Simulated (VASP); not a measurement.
# K (P6_3/mmc) in VASP: further runs, part 2 of 2

VASP 6.6.1. Earlier steps stand in the parts before.

### Step 3. Single point, PBE (68.14 Å³/atom)

This run uses another cell than the first one, of 68.14 Å³/atom.

Contents of INCAR:

```
SYSTEM = K
  PREC = Accurate
  ENCUT = 520
  EDIFF = 1E-6
  ISMEAR = -1
  SIGMA = 0.1
  LREAL = .FALSE.
  LASPH = .TRUE.
  NELM = 60
  ALGO = Normal
  ISIF = 2
  LWAVE = .FALSE.
  LCHARG = .TRUE.
  GGA = PE
  LELF = .TRUE.
  LVHAR = .TRUE.
  NBANDS = 26
```

Contents of KPOINTS:

```
Automatic mesh
0
G
  9 9 3
  0 0 0
```

Contents of POSCAR:

```
K
1.0
    4.5862928334      0.0000000000      0.0000000000
   -2.2931464167      3.9718461029      0.0000000000
    0.0000000000      0.0000000000     14.9620687744
K
4
Direct
    1.0000000000      0.0000000000      0.0000000000
    1.0000000000      0.0000000000      0.5000000000
    0.3333333333      0.6666666667      0.2500000000
    0.6666666667      0.3333333333      0.7500000000
```

Potentials or basis: VASP PAW PBE potentials, release 64 (K_sv).

Run with:

```bash
$ cat potpaw_PBE.64/K_sv/POTCAR > POTCAR
$ mpirun -np 1 vasp_std > vasp.out
```

Run time: 1.7 min. Hardware: 1 thread of Intel Xeon 6975P-C (Granite Rapids), shared host; peak memory 0.43 GiB.

The run converged. Its results:

```yaml
Free_energy: -4.2159 eV
Pressure: 0.3 GPa
Band_gap_on_the_k_mesh: zero (bands 18 and 19 overlap by 2.38 eV)
```

Levels at points of the mesh, in eV from the Fermi level:
```csv
k point,band 14,band 15,band 16,band 17,band 18,band 19,band 20,band 21,band 22,band 23
"(0.00, 0.00, 0.00)",-15.54,-15.54,-15.54,-2.28,-1.52,-1.52,0.32,0.58,2.79,2.80
```

### Step 4. Single point, PBE (71.10 Å³/atom)

This run uses another cell than the first one, of 71.10 Å³/atom.

Contents of INCAR:

```
PREC = Accurate
ENCUT = 520
EDIFF = 1E-6
ISMEAR = -1
SIGMA = 0.1
LREAL = False
LASPH = True
NELM = 100
ALGO = Normal
ISIF = 2
LWAVE = False
LCHARG = False
GGA = PE
NBANDS = 26
```

Contents of KPOINTS:

```
regular mesh
0
Gamma
  9 9 3
```

Contents of POSCAR:

```
K
1.0
    4.6518201555      0.0000000000      0.0000000000
   -2.3259100778      4.0285944285      0.0000000000
    0.0000000000      0.0000000000     15.1758414959
K
4
Direct
    1.0000000000      0.0000000000      0.0000000000
    1.0000000000      0.0000000000      0.5000000000
    0.3333333333      0.6666666667      0.2500000000
    0.6666666667      0.3333333333      0.7500000000
```

Run with:

```bash
$ cat potpaw_PBE.64/K_sv/POTCAR > POTCAR
$ mpirun -np 1 vasp_std > vasp.out
```

Wall time 97 s (1 thread of Intel Xeon 6975P-C (Granite Rapids), shared host); peak memory 0.45 GiB.

Results (log left out):

| Quantity | Value |
| --- | --- |
| Free energy | -4.2349 eV |
| Pressure | 0.2 GPa |
| Band gap on the k mesh | zero (bands 18 and 19 overlap by 2.34 eV) |

Levels at points of the mesh, in eV from the Fermi level:
```
           k point  band 15  band 16  band 17  band 18  band 19  band 20  band 21  band 22
(0.00, 0.00, 0.00)   -15.57   -15.57    -2.22    -1.48    -1.48     0.32     0.56     2.76
```

### Step 5. Single point, PBE (74.06 Å³/atom)

This run uses another cell than the first one, of 74.06 Å³/atom.

Contents of INCAR:

```
SYSTEM = K
PREC = Accurate
ENCUT = 520
EDIFF = 1E-6
ISMEAR = -1
SIGMA = 0.1
LREAL = .FALSE.
LASPH = .TRUE.
NELM = 100
ALGO = Normal
ISIF = 2
LWAVE = .FALSE.
LCHARG = .FALSE.
GGA = PE
NBANDS = 26
```

Contents of KPOINTS:

```
Automatic mesh
0
G
  9 9 3
  0 0 0
```

Contents of POSCAR:

```
K
1.0
    4.7155516388      0.0000000000      0.0000000000
   -2.3577758194      4.0837875121      0.0000000000
    0.0000000000      0.0000000000     15.3837555718
K
4
Direct
    1.0000000000      0.0000000000      0.0000000000
    1.0000000000      0.0000000000      0.5000000000
    0.3333333333      0.6666666667      0.2500000000
    0.6666666667      0.3333333333      0.7500000000
```

Run with:

```bash
$ cat potpaw_PBE.64/K_sv/POTCAR > POTCAR
$ mpirun -np 1 vasp_std > vasp.out
```

It took 92 s on 1 thread of Intel Xeon 6975P-C (Granite Rapids), shared host; peak memory 0.44 GiB.

Results (log left out):

- Free energy: -4.2412 eV
- Pressure: 0.0 GPa
- Band gap on the k mesh: zero (bands 18 and 19 overlap by 2.29 eV)

Levels at points of the mesh, in eV from the Fermi level:
```
           k point  band 16  band 17  band 18  band 19  band 20  band 21
(0.00, 0.00, 0.00)   -15.59    -2.16    -1.45    -1.45     0.32     0.54
```

### Step 6. Single point, PBE (77.02 Å³/atom)

This run uses another cell than the first one, of 77.02 Å³/atom.

Contents of INCAR:

```
  PREC = Accurate
  ENCUT = 520
  EDIFF = 1E-6
  ISMEAR = -1
  SIGMA = 0.1
  LREAL = False
  LASPH = True
  NELM = 60
  ALGO = Normal
  ISIF = 2
  LWAVE = False
  LCHARG = False
  GGA = PE
  NBANDS = 26
```

Contents of KPOINTS:

```
Automatic mesh
0
Gamma
  9 9 3
```

Contents of POSCAR:

```
K
1.0
    4.7776054871      0.0000000000      0.0000000000
   -2.3888027435      4.1375277211      0.0000000000
    0.0000000000      0.0000000000     15.5861966237
K
4
Direct
    1.0000000000      0.0000000000      0.0000000000
    1.0000000000      0.0000000000      0.5000000000
    0.3333333333      0.6666666667      0.2500000000
    0.6666666667      0.3333333333      0.7500000000
```

Potentials or basis: VASP PAW PBE potentials, release 64 (K_sv).

Run with:

```bash
$ cat potpaw_PBE.64/K_sv/POTCAR > POTCAR
$ mpirun -np 1 vasp_std > vasp.out
```

OUTCAR:

```text
PREC = Accurate
   ENCUT = 520
   EDIFF = 1E-6
   ISMEAR = -1
   LREAL = False
   LASPH = True
   NELM = 60
   ISIF = 2
   GGA = PE

 ion  position               nearest neighbor table
   1  0.000  0.000  0.000-
   2  0.000  0.000  0.500-
   3  0.333  0.667  0.250-
   4  0.667  0.333  0.750-

  LATTYP: Found a hexagonal cell.
[... 892 lines left out ...]

  FORCE on cell =-STRESS in cart. coord.  units (eV):
  Direction    XX          YY          ZZ          XY          YZ          ZX
  --------------------------------------------------------------------------------------
  -------------------------------------------------------------------------------------
  Total       -0.2842982     -0.2842982     -0.1915886     -0.0000000      0.0000000      0.0000000
  in kB       -1.4784048     -1.4784048     -0.9962974     -0.0000000      0.0000000      0.0000000
  external PRESSURE =      -1.3177023 kB  Pullay stress =       0.0000000 kB

 VOLUME and BASIS-vectors are now :
 -----------------------------------------------------------------------------
  energy-cutoff  :      520.00
  volume of cell :      308.10
      direct lattice vectors                 reciprocal lattice vectors
     4.777605487  0.000000000  0.000000000     0.209309873  0.120845112  0.000000000
    -2.388802743  4.137527721  0.000000000     0.000000000  0.241690224  0.000000000
     0.000000000  0.000000000 15.586196624     0.000000000  0.000000000  0.064159334

 POSITION                                       TOTAL-FORCE (eV/Angst)
 -----------------------------------------------------------------------------------
      0.00000      0.00000      0.00000        -0.000000      0.000000      0.000000
      0.00000      0.00000      7.79310         0.000000      0.000000      0.000000
     -0.00000      2.75835      3.89655        -0.000000      0.000000     -0.000000
      2.38880      1.37918     11.68965         0.000000     -0.000000     -0.000000
 -----------------------------------------------------------------------------------
    total drift:                               -0.000000      0.000000      0.000000

  FREE ENERGIE OF THE ION-ELECTRON SYSTEM (eV)
  ---------------------------------------------------
  free  energy   TOTEN  =        -4.2370175737 eV

  energy  without entropy=       -4.1302440538  energy(sigma->0) =       -4.18363081
```

stdout:

```text
POSCAR found type information on POSCAR K
 POSCAR found :  1 types and       4 ions
 scaLAPACK will be used
 LDA part: xc-table for (Slater+PW92), standard interpolation
 POSCAR, INCAR and KPOINTS ok, starting setup
 FFT: planning ... GRIDC
 FFT: planning ... GRID_SOFT
 FFT: planning ... GRID
 WAVECAR not read
 entering main loop
```

Run time: 1.8 min. Hardware: 1 thread of Intel Xeon 6975P-C (Granite Rapids), shared host; peak memory 0.45 GiB.

Results:

```yaml
Free_energy: -4.2370 eV
Pressure: -0.1 GPa
Band_gap_on_the_k_mesh: zero (bands 18 and 19 overlap by 2.25 eV)
```

### Step 7. Single point, PBE (79.99 Å³/atom)

This run uses another cell than the first one, of 79.99 Å³/atom.

Contents of INCAR:

```
ALGO     = Normal         # electronic algorithm
EDIFF    = 1E-7           # SCF threshold, eV
ENCUT    = 520            # plane-wave cutoff, eV
GGA      = PE             # functional
ISIF     = 2              # what is computed and relaxed
ISMEAR   = -1             # smearing method
LASPH    = T              # aspherical terms in the spheres
LCHARG   = T              # write CHGCAR
LELF     = T              # ELF
LREAL    = F              # projectors in reciprocal space
LVHAR    = T            
LWAVE    = F              # write WAVECAR
NBANDS   = 26             # bands
NELM     = 80             # most SCF steps
PREC     = Accurate       # precision mode
SIGMA    = 0.1            # smearing width, eV
```

Contents of KPOINTS:

```
k-points
0
Gamma
  9 9 3
```

Contents of POSCAR:

```
K
1.0
    4.8380879266      0.0000000000      0.0000000000
   -2.4190439633      4.1899070502      0.0000000000
    0.0000000000      0.0000000000     15.7835111984
K
4
Direct
    1.0000000000      0.0000000000      0.0000000000
    1.0000000000      0.0000000000      0.5000000000
    0.3333333333      0.6666666667      0.2500000000
    0.6666666667      0.3333333333      0.7500000000
```

Run with:

```bash
$ cat potpaw_PBE.64/K_sv/POTCAR > POTCAR
$ mpirun -np 1 vasp_std > vasp.out
```

Wall time 2 min (1 thread of Intel Xeon 6975P-C (Granite Rapids), shared host); peak memory 0.45 GiB.

The run converged. Its results:

| Property | Result |
| --- | --- |
| Free energy | -4.2241 eV |
| Pressure | -0.2 GPa |
| Band gap on the k mesh | zero (bands 18 and 19 overlap by 2.21 eV) |

Levels at points of the mesh, in eV from the Fermi level:
```csv
k point,band 16,band 17,band 18,band 19,band 20,band 21
"(0.00, 0.00, 0.00)",-15.64,-2.05,-1.38,-1.38,0.31,0.52
```

### Step 8. Summary

```tsv
cell	gap on the mesh (eV)	pressure (GPa)
a = 4.519, b = 4.519, c = 14.742 Å, angles 90.0, 90.0, 120.0°, 4 atoms	none	0.6
a = 4.586, b = 4.586, c = 14.962 Å, angles 90.0, 90.0, 120.0°, 4 atoms	none	0.3
a = 4.652, b = 4.652, c = 15.176 Å, angles 90.0, 90.0, 120.0°, 4 atoms	none	0.2
a = 4.716, b = 4.716, c = 15.384 Å, angles 90.0, 90.0, 120.0°, 4 atoms	none	0.0
a = 4.778, b = 4.778, c = 15.586 Å, angles 90.0, 90.0, 120.0°, 4 atoms	none	-0.1
a = 4.838, b = 4.838, c = 15.784 Å, angles 90.0, 90.0, 120.0°, 4 atoms	none	-0.2
```

Alike in all rows: task single point; level PBE; potentials or basis VASP PAW PBE potentials, release 64 (K_sv); no spin polarisation; k mesh 9 × 9 × 3; cutoff (eV) 520; smearing fermi-dirac 0.1 eV.

Absolute energies hang on the potentials; compare differences alone.
